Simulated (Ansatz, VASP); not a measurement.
## One calculation of C, two programs

Contents of INCAR:

```
SYSTEM = C
ALGO = Normal ; EDIFF = 1E-6
ENCUT = 910 ; GGA = CA
GGA_COMPAT = .FALSE. ; ISIF = 2
ISMEAR = 0 ; LASPH = .TRUE.
LCHARG = .FALSE. ; LREAL = .FALSE.
LWAVE = .FALSE. ; NBANDS = 11
NELM = 120 ; PREC = Accurate
SIGMA = 0.05
```

File KPOINTS:

```
k-points
0
G
  12 12 12
  0 0 0
```

The input POSCAR:

```
C
1.0
    0.0000000000      1.8474369740      1.7348691297
    1.7150042160      0.0000000000      1.7348691297
    1.7150042160      1.8474369740      0.0000000000
C
2
Direct
    0.5000000000      0.5000000000      0.5000000000
    0.7500000000      0.7500000000      0.7500000000
```

Input for Ansatz:

```yaml
crystal:
  lattice:
    - [0.0, 1.847436974, 1.7348691297]
    - [1.715004216, 0.0, 1.7348691297]
    - [1.715004216, 1.847436974, 0.0]
  atoms:
    - { symbol: C, position: [0.5, 0.5, 0.5] }
    - { symbol: C, position: [0.75, 0.75, 0.75] }
basis:
  ecutwfc: 520.0
kpoints:
  mp_grid: { grid: [12, 12, 12] }
hamiltonian:
  xc: lda
  pseudopotentials: { kind: paw, azcp: { folder: soft_1 } }
scf:
  occupations: { method: gaussian, width: 0.05 }
output:
  forces: true
  stress: true
  eigenvalues: true
```

Change from the starting cell: strain +e along x and -e along y -0.0375, strain +e along z and -e/2 along x and y -0.0175.

Alike in both runs: task single point; functional LDA; k mesh 12 × 12 × 12; occupations gaussian, width 0.05 eV; no spin polarisation.

```csv
,VASP,Ansatz
version,VASP 6.6.1,Ansatz 0.2.0
potentials or method,"VASP PAW LDA potentials, release 64 (C_h), cutoff 910 eV","scalar-relativistic, plane waves, PAW"
valence electrons in the cell,8,8
```

Ansatz gave:

```
gap on the k mesh at the Fermi level (eV) : 3.12
least direct gap on the mesh (eV)         : 4.87
```

Which values does VASP return?

gap on the k mesh at the Fermi level (eV): 3.11; least direct gap on the mesh (eV): 4.87.

Ansatz warns that its potentials were made for another functional, while VASP's fit it. LDA's correlation is that of Perdew and Zunger in VASP and of Perdew and Wang (1992) in Ansatz.

Noted on VASP's run: the cutoff is short for stress, so the pressure is rough.
